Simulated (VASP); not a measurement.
Here is a VASP 6.6.1 calculation.

Contents of POSCAR:

```
GaN
1.0
    0.0000000000      2.2535006075      2.2535006075
    2.2535006075      0.0000000000      2.2535006075
    2.2535006075      2.2535006075      0.0000000000
Ga N
1 1
Direct
    0.0000000000      0.0000000000      0.0000000000
    0.2500000000      0.2500000000      0.2500000000
```

The input INCAR.step1:

```
SYSTEM = GaN
PREC = Accurate
ENCUT = 600
EDIFF = 1E-5
ISMEAR = -1
SIGMA = 0.05
LREAL = .FALSE.
LASPH = .TRUE.
NELM = 80
ALGO = Normal
LWAVE = .TRUE.
LCHARG = .FALSE.
GGA = PE
NBANDS = 16
```

INCAR.step2

```
SYSTEM = GaN
PREC = Accurate
ENCUT = 600
EDIFF = 1E-7
ISMEAR = -1
SIGMA = 0.05
LREAL = .FALSE.
LASPH = .TRUE.
NELM = 80
ALGO = Normal
ISIF = 3
LWAVE = .FALSE.
LCHARG = .FALSE.
GGA = PE
LHFCALC = .TRUE.
AEXX = 0.25
HFSCREEN = 0.3
PRECFOCK = Normal
IBRION = 2
NSW = 60
EDIFFG = -0.01
ISTART = 1
```

File KPOINTS:

```
regular mesh
0
G
  5 5 5
  0 0 0
```

Potentials or basis: VASP PAW PBE potentials, release 64 (Ga_d, N).

Launch:

```bash
$ cat potpaw_PBE.64/Ga_d/POTCAR potpaw_PBE.64/N/POTCAR > POTCAR
$ cp INCAR.step1 INCAR
$ mpirun -np 1 vasp_std > vasp.out
$ cp INCAR.step2 INCAR
$ mpirun -np 1 vasp_std > vasp.out
```

(1) Estimate the relaxed cell.

(2) Predict the relaxed volume.

(3) What does it give for the space group after relaxing (to 0.1 Å)?

Results:

(1) a = 3.182 Å, b = 3.182 Å, c = 3.182 Å, α = 60.00°, β = 60.00°, γ = 60.00°.

(2) 11.39 Å³/atom.

(3) F-43m (No. 216).

Caveat: the k points lie up to 0.48 Å⁻¹ apart in the final cell; the PAW data sets were made with another functional, which shifts forces and pressure a little.
